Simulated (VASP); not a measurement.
# Hf (Im-3m) in VASP: single point with PBEsol

Aim: the single point of Hf with PBEsol.

All numbers are computed with VASP 6.6.1; they aren't measurements. Logs are shortened: lines on timing, memory, paths and dates and some standing lists are left out, and cuts for length are marked.

## 1. The cell of the first run

The structure is cubic, space group Im-3m (No. 229). Conventional cell: a = 3.610 Å, b = 3.610 Å, c = 3.610 Å, α = 90.00°, β = 90.00°, γ = 90.00°. Hf (site symmetry m-3m) has 14 Hf at 3.13 to 3.61 Å within 4.1 Å.

This isn't the form of Hf at room conditions, which is hcp.

## 2. Single point, PBEsol

File INCAR:

```
SYSTEM = Hf
PREC     = Accurate       ! precision mode
ENCUT    = 500            ! plane-wave cutoff, eV
EDIFF    = 1E-6           ! SCF threshold, eV
ISMEAR   = -1             ! smearing method
SIGMA    = 0.05           ! smearing width, eV
LREAL    = .False.        ! projectors in reciprocal space
LASPH    = .True.         ! aspherical terms in the spheres
NELM     = 120            ! most SCF steps
ALGO     = Normal         ! electronic algorithm
ISIF     = 2              ! what is computed and relaxed
LWAVE    = .False.        ! write WAVECAR
LCHARG   = .False.        ! write CHGCAR
GGA      = PS             ! functional
NBANDS   = 11             ! bands
GGA_COMPAT= .False.
```

File KPOINTS:

```
Automatic mesh
0
Gamma
  8 8 8
  0 0 0
```

File POSCAR:

```
Hf
1.0
   -1.8050000000      1.8050000000      1.8050000000
    1.8050000000     -1.8050000000      1.8050000000
    1.8050000000      1.8050000000     -1.8050000000
Hf
1
Direct
    0.0000000000      0.0000000000      0.0000000000
```

Potentials or basis: VASP PAW PBE potentials, release 64 (Hf_pv).

Command:

```console
$ cat potpaw_PBE.64/Hf_pv/POTCAR > POTCAR
$ mpirun -np 1 vasp_std > vasp.out
```

OUTCAR:

```text
SYSTEM = Hf
   PREC = Accurate
   ENCUT = 500
   EDIFF = 1E-6
   ISMEAR = -1
   LREAL = .False.
   LASPH = .True.
   NELM = 120
   ISIF = 2
   GGA = PS

 ion  position               nearest neighbor table
   1  0.000  0.000  0.000-

  LATTYP: Found a body centered cubic cell.
 ALAT       =     3.6100000000

  Lattice vectors:

 A1 = (  -1.8050000000,   1.8050000000,   1.8050000000)
 A2 = (   1.8050000000,  -1.8050000000,   1.8050000000)
 A3 = (   1.8050000000,   1.8050000000,  -1.8050000000)

Analysis of symmetry for initial positions (statically):
=====================================================================
 Subroutine PRICEL returns:
 Original cell was already a primitive cell.

 Routine SETGRP: Setting up the symmetry group for a
 body centered cubic supercell.

 Subroutine GETGRP returns: Found 48 space group operations
 (whereof 48 operations were pure point group operations)
 out of a pool of 48 trial point group operations.

The static configuration has the point symmetry O_h .

Analysis of symmetry for dynamics (positions and initial velocities):
=====================================================================
 Subroutine PRICEL returns:
 Original cell was already a primitive cell.

 Routine SETGRP: Setting up the symmetry group for a
 body centered cubic supercell.

 Subroutine GETGRP returns: Found 48 space group operations
 (whereof 48 operations were pure point group operations)
 out of a pool of 48 trial point group operations.

The dynamic configuration has the point symmetry O_h .

 Subroutine INISYM returns: Found 48 space group operations
 (whereof 48 operations are pure point group operations),
 and found     1 'primitive' translations

----------------------------------------------------------------------------------------

                                     Primitive cell

  volume of cell :      23.5229

  direct lattice vectors                    reciprocal lattice vectors
    -1.805000000  1.805000000  1.805000000     0.000000000  0.277008310  0.277008310
     1.805000000 -1.805000000  1.805000000     0.277008310  0.000000000  0.277008310
     1.805000000  1.805000000 -1.805000000     0.277008310  0.277008310  0.000000000

  length of vectors
     3.126351708  3.126351708  3.126351708     0.391748909  0.391748909  0.391748909

  position of ions in fractional coordinates (direct lattice)
     0.000000000  0.000000000  0.000000000

  ion indices of the primitive-cell ions
   primitive index   ion index
                 1           1

----------------------------------------------------------------------------------------

 KPOINTS: Automatic mesh

Automatic generation of k-mesh.
 Grid dimensions read from file:
 generate k-points for:    8    8    8

 Generating k-lattice:

  Cartesian coordinates                     Fractional coordinates (reciprocal lattice)
     0.000000000  0.034626039  0.034626039     0.125000000  0.000000000  0.000000000
     0.034626039  0.000000000  0.034626039     0.000000000  0.125000000  0.000000000
     0.034626039  0.034626039  0.000000000     0.000000000  0.000000000  0.125000000

  Length of vectors
     0.048968614  0.048968614  0.048968614

  Shift w.r.t. Gamma in fractional coordinates (k-lattice)
     0.000000000  0.000000000  0.000000000

 Subroutine IBZKPT returns following result:
 ===========================================

 Found     29 irreducible k-points:

 Following reciprocal coordinates:
            Coordinates               Weight
  0.000000  0.000000  0.000000      1.000000
  0.125000  0.000000  0.000000     12.000000
  0.250000  0.000000  0.000000     12.000000
  0.375000  0.000000  0.000000     12.000000
  0.500000  0.000000  0.000000      6.000000
  0.125000  0.125000  0.000000     24.000000
[... 16 lines left out ...]
 -0.250000  0.250000  0.250000      6.000000
 -0.375000  0.375000  0.250000     24.000000
 [... further k-points ...]
   k-points           NKPTS =     29   k-points in BZ     NKDIM =     29   number of bands    NBANDS=     11
   number of dos      NEDOS =    301   number of ions     NIONS =      1
   total plane-waves  NPLWV =  13824
   dimension x,y,z NGX =    24 NGY =   24 NGZ =   24
   dimension x,y,z NGXF=    48 NGYF=   48 NGZF=   48
   ions per type =               1
   NGX,Y,Z   is equivalent  to a cutoff of  12.76, 12.76, 12.76 a.u.
   NGXF,Y,Z  is equivalent  to a cutoff of  25.52, 25.52, 25.52 a.u.
 SYSTEM =  Hf
   PREC   = accura    normal or accurate (medium, high low for compatibility)
   ISTART =      0    job   : 0-new  1-cont  2-samecut
   ICHARG =      2    charge: 1-file 2-atom 10-const
   ISPIN  =      1    spin polarized calculation?
   LNONCOLLINEAR =      F non collinear calculations
   LSORBIT =      F    spin-orbit coupling
   LASPH  =      T    aspherical Exc in radial PAW
   ENCUT  =  500.0 eV  36.75 Ry    6.06 a.u.   5.70  5.70  5.70*2*pi/ulx,y,z
   NELM   =    120;   NELMIN=  2; NELMDL= -5     # of ELM steps
   EDIFF  = 0.1E-05   stopping-criterion for ELM
   LREAL  =      F    real-space projection
   EDIFFG = 0.1E-04   stopping-criterion for IOM
   NSW    =      0    number of steps for IOM
   IBRION =     -1    ionic relax: 0-MD 1-quasi-New 2-CG
   NFREE  =      0    steps in history (QN), initial steepest desc. (CG)
   ISIF   =      2    stress and relaxation
   ISYM   =      2    0-nonsym 1-usesym 2-fastsym
   POTIM  = 0.5000    time-step for ionic-motion
   TEBEG  =    0.0;   TEEND  =   0.0 temperature during run
   PSTRESS=    0.0 pullay stress
   NELECT =      10.0000    total number of electrons
   NUPDOWN=      -1.0000    fix difference up-down
   EMIN   =  10.00;   EMAX   =-10.00  energy-range for DOS
   EFERMI =   0.00;   METHOD = LEGACY
   ISMEAR =    -1;   SIGMA  =   0.05  broadening in eV -4-tet -1-fermi 0-gaus
   EFERMI_NEDOS =   21; number of points for ismear=-14 and -15
   IALGO  =     38    algorithm
   IMIX   =      4    mixing-type and parameters
     AMIX     =   0.40;   BMIX     =  1.00
     AMIX_MAG =   1.60;   BMIX_MAG =  1.00
  volume/ion in A,a.u.               =      23.52       158.74
  Fermi-wavevector in a.u.,A,eV,Ry     =   1.230961  2.326179 20.616432  1.515265
  Thomas-Fermi vector in A             =   2.365789
   LORBIT       =      0    0 simple, 1 ext, 2 COOP (PROOUT), +10 PAW based schemes
   GGA     = PS    functional components
   LHFCALC =     F    Hartree Fock is set to
   AEXX    =    0.0000 exact exchange contribution
   IVDW    =     0    specifies the selected vdW correction
   LEPSILON=     F    determine dielectric tensor
   LRPA    =     F    only Hartree local field effects (RPA)
 non-spin polarized calculation
  energy-cutoff  :      500.00
  volume of cell :       23.52
 maximum number of plane-waves:       611
   NGX = 11   NGY = 11   NGZ = 11

 number of electron      10.0000001 magnetization

 Free energy of the ion-electron system (eV)
  ---------------------------------------------------
  ext. energy  EPLUGINS =         0.00000000
  ---------------------------------------------------
  free energy    TOTEN  =       -10.27546102 eV

  energy without entropy =      -10.25918715  energy(sigma->0) =      -10.26732408

 E-fermi :   4.0909     XC(G=0): -11.1637

 val. band max:        4.0697173713   @ k =   0.2500   0.2500   0.0000
 cond. band min:       4.1036390957   @ k =  -0.2500   0.2500   0.2500
 fundamental gap:      0.0339217245
 Fermi energy:         4.0909146732

 k-point     1 :       0.0000    0.0000    0.0000
  band No.  band energies     occupation
      1     -25.8883      2.00000
      2     -25.8883      2.00000
      3     -25.8883      2.00000
      4      -2.7902      2.00000
      5       5.5563      0.00000
      6       5.5563      0.00000
      7       5.5563      0.00000
      8       8.2064      0.00000
      9       8.2064      0.00000
     10      17.1701      0.00000
     11      17.1701      0.00000

 k-point     2 :       0.1250    0.0000    0.0000
  band No.  band energies     occupation
      1     -25.9956      2.00000
      2     -25.9224      2.00000
      3     -25.8886      2.00000
      4      -2.2560      2.00000
      5       5.2042      0.00000
      6       5.3675      0.00000
      7       6.0870      0.00000
      8       7.7650      0.00000
      9       8.2128      0.00000
     10      17.1431      0.00000
     11      17.5922      0.00000

 k-point     3 :       0.2500    0.0000    0.0000
  band No.  band energies     occupation
      1     -26.2463      2.00000
      2     -26.0038      2.00000
      3     -25.8893      2.00000
      4      -0.8822      2.00000
      5       4.4832      0.00078
      6       4.6394      0.00003
      7       7.6037      0.00000
      8       7.7201      0.00000
      9       8.3491      0.00000
     10      17.1214      0.00000
     11      17.1397      0.00000

 k-point     4 :       0.3750    0.0000    0.0000
  band No.  band energies     occupation
      1     -26.4860      2.00000
      2     -26.0839      2.00000
      3     -25.8901      2.00000
      4       0.4713      2.00000
      5       3.8845      1.96831
      6       4.4450      0.00168
      7       8.0587      0.00000
      8       8.7048      0.00000
      9       9.7882      0.00000
     10      14.9133      0.00000
     11      15.2576      0.00000

 k-point     5 :       0.5000    0.0000    0.0000
  band No.  band energies     occupation
      1     -26.5824      2.00000
      2     -26.1167      2.00000
      3     -25.8904      2.00000
      4       0.8558      2.00000
      5       3.6619      1.99962
      6       5.0031      0.00000
      7       8.0009      0.00000
      8       8.9578      0.00000
      9      11.2617      0.00000
     10      13.5702      0.00000
     11      14.3649      0.00000
[... 211 lines left out ...]
 k-point    21 :      -0.3750   -0.3750    0.1250
  band No.  band energies     occupation
      1     -26.3931      2.00000
      2     -26.3931      2.00000
      3     -26.0253      2.00000
      4       3.1540      2.00000
      5       3.1540      2.00000
      6       3.3758      2.00000
      7       8.3934      0.00000
      8       8.3934      0.00000
      9      11.6144      0.00000
     10      14.0865      0.00000
     11      14.0865      0.00000

 k-point    22 :       0.2500    0.2500    0.2500
  band No.  band energies     occupation
      1     -26.2340      2.00000
      2     -26.2340      2.00000
      3     -26.2340      2.00000
      4       3.4622      1.99999
      5       3.4622      1.99999
      6       3.4622      1.99999
      7       9.0978      0.00000
      8       9.0978      0.00000
      9       9.2425      0.00000
     10      14.9682      0.00000
     11      14.9682      0.00000

 k-point    23 :      -0.2500    0.2500    0.2500
  band No.  band energies     occupation
      1     -26.2583      2.00000
      2     -26.1284      2.00000
      3     -26.1284      2.00000
      4       0.7562      2.00000
      5       4.1036      0.87344
      6       5.7970      0.00000
      7       5.7970      0.00000
      8       7.5589      0.00000
      9       8.7799      0.00000
     10      16.3150      0.00000
     11      17.1632      0.00000

 k-point    24 :      -0.3750    0.3750    0.2500
  band No.  band energies     occupation
      1     -26.4070      2.00000
      2     -26.2145      2.00000
      3     -26.1479      2.00000
      4       1.9021      2.00000
      5       3.1350      2.00000
      6       5.8114      0.00000
      7       6.2762      0.00000
      8       8.8168      0.00000
      9       9.3108      0.00000
     10      15.5186      0.00000
     11      17.2963      0.00000

 [... further k-points ...]
[... 5 lines left out ...]
  --------------------------------------------------------------------------------------
  -------------------------------------------------------------------------------------
  Total       -1.4168892     -1.4168892     -1.4168892      0.0000000      0.0000000     -0.0000000
  in kB      -96.5061207    -96.5061207    -96.5061207      0.0000000      0.0000000     -0.0000000
  external PRESSURE =     -96.5061207 kB  Pullay stress =       0.0000000 kB

 VOLUME and BASIS-vectors are now :
 -----------------------------------------------------------------------------
  energy-cutoff  :      500.00
  volume of cell :       23.52
      direct lattice vectors                 reciprocal lattice vectors
    -1.805000000  1.805000000  1.805000000     0.000000000  0.277008310  0.277008310
     1.805000000 -1.805000000  1.805000000     0.277008310  0.000000000  0.277008310
     1.805000000  1.805000000 -1.805000000     0.277008310  0.277008310  0.000000000

 POSITION                                       TOTAL-FORCE (eV/Angst)
 -----------------------------------------------------------------------------------
      0.00000      0.00000      0.00000         0.000000     -0.000000      0.000000
 -----------------------------------------------------------------------------------
    total drift:                               -0.000000      0.000000      0.000000

  FREE ENERGIE OF THE ION-ELECTRON SYSTEM (eV)
  ---------------------------------------------------
  free  energy   TOTEN  =       -10.2754610217 eV

  energy  without entropy=      -10.2591871458  energy(sigma->0) =      -10.26732408
```

Run time: 5.1 s. Hardware: 1 thread of AMD EPYC 7R13 (Zen 3), shared host; peak memory 0.11 GiB.

What came out:

```
Free energy            : -10.2755 eV
Pressure               : -9.7 GPa
Band gap on the k mesh : zero (bands 5 and 6 overlap by 2.18 eV)
```

Levels at points of the mesh, in eV from the Fermi level:
```tsv
k point	band 2	band 3	band 4	band 5	band 6	band 7	band 8	band 9
(0.00, 0.00, 0.00)	-29.98	-29.98	-6.88	1.47	1.47	1.47	4.12	4.12
(0.50, 0.00, 0.00)	-30.21	-29.98	-3.24	-0.43	0.91	3.91	4.87	7.17
(0.50, 0.50, 0.50)	-30.47	-30.47	-2.36	-2.36	6.40	6.40	6.40	6.84
```

Caveat: the cell stands under tension; the PAW data sets were made with another functional, which shifts forces and pressure a little; spin-orbit coupling is left out, which moves the levels of the heavy elements.

The gap in the log of VASP goes by the Fermi energy; the results here count the filled bands.